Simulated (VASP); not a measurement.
A run of VASP 6.6.1 is set up as follows.

INCAR

```
SYSTEM = Y2W
PREC = Accurate
ENCUT = 520
EDIFF = 1E-7
ISMEAR = 0
SIGMA = 0.1
LREAL = .FALSE.
LASPH = .TRUE.
NELM = 80
ALGO = Fast
ISIF = 2
LWAVE = .FALSE.
LCHARG = .FALSE.
GGA = PE
NBANDS = 45
```

File KPOINTS:

```
Automatic mesh
0
G
  4 4 4
  0 0 0
```

Contents of POSCAR:

```
Y2W
1.0
    7.2084040595      0.0000000000      0.0000000000
    0.0000000000      7.3082974629      0.0000000000
    0.0000000000      0.0000000000      3.1635767819
Y W
4 2
Direct
    0.2958067427      0.8288115416      0.5000000000
    0.7958067427      0.6711884584      0.0000000000
    0.7041932573      0.1711884584      0.5000000000
    0.2041932573      0.3288115416      0.0000000000
    0.5000000000      0.5000000000      0.5000000000
    0.0000000000      0.0000000000      0.0000000000
```

Potentials or basis: VASP PAW PBE potentials, release 64 (Y_sv, W_sv).

Launch:

```bash
$ cat potpaw_PBE.64/Y_sv/POTCAR potpaw_PBE.64/W_sv/POTCAR > POTCAR
$ mpirun -np 1 vasp_std > vasp.out
```

Q: Estimate the band gap on the k mesh.

A: Zero (bands 36 and 37 overlap by 0.65 eV).

Q: Predict the pressure.

A: 0.0 GPa.

Stress tensor (GPa, compression positive):
```
 0.10  0.00  0.00
 0.00  0.03  0.00
 0.00  0.00 -0.02
```

Caveat: the k points lie up to 0.50 Å⁻¹ apart, too coarse for converged energies and pressures of a metal; spin-orbit coupling is left out, which moves the levels of the heavy elements.
